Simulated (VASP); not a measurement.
Here is a VASP 6.6.1 calculation.

Contents of INCAR:

```
SYSTEM = SnO2
PREC     = Accurate       ! precision mode
ENCUT    = 520            ! plane-wave cutoff, eV
EDIFF    = 1E-6           ! SCF threshold, eV
ISMEAR   = 0              ! smearing method
SIGMA    = 0.05           ! smearing width, eV
LREAL    = .False.        ! projectors in reciprocal space
LASPH    = .True.         ! aspherical terms in the spheres
NELM     = 80             ! most SCF steps
ALGO     = Normal         ! electronic algorithm
ISIF     = 2              ! what is computed and relaxed
LWAVE    = .False.        ! write WAVECAR
LCHARG   = .True.         ! write CHGCAR
GGA      = PE             ! functional
LELF     = .True.         ! ELF
LVHAR    = .True.       
NBANDS   = 35             ! bands
```

Contents of KPOINTS:

```
Automatic mesh
0
Gamma
  6 6 8
  0 0 0
```

The input POSCAR:

```
SnO2
1.0
    4.4414885964      0.0000000000      0.0000000000
    0.0000000000      4.4414885964      0.0000000000
    0.0000000000      0.0000000000      3.3675105782
Sn O
2 4
Direct
    0.0000000000      0.0000000000      0.0000000000
    0.5000000000      0.5000000000      0.5000000000
    0.3066050863      0.3066050863      0.0000000000
    0.1933949137      0.8066050863      0.5000000000
    0.6933949137      0.6933949137      0.0000000000
    0.8066050863      0.1933949137      0.5000000000
```

Potentials or basis: VASP PAW PBE potentials, release 64 (Sn_d, O).

Run with:

```bash
$ cat potpaw_PBE.64/Sn_d/POTCAR potpaw_PBE.64/O/POTCAR > POTCAR
$ mpirun -np 1 vasp_std > vasp.out
```

(1) Predict the band gap on the k mesh.

(2) What does it give for the largest force?

(3) Predict the pressure.

Answers

(1) 1.91 eV.

(2) 0.642 eV/Å.

(3) 28.3 GPa.

Caveat: the cell differs from its parent crystal (strain -0.080 along x and y, +0.040 along z); the cell stands under pressure; spin-orbit coupling is left out, which moves the levels of the heavy elements.
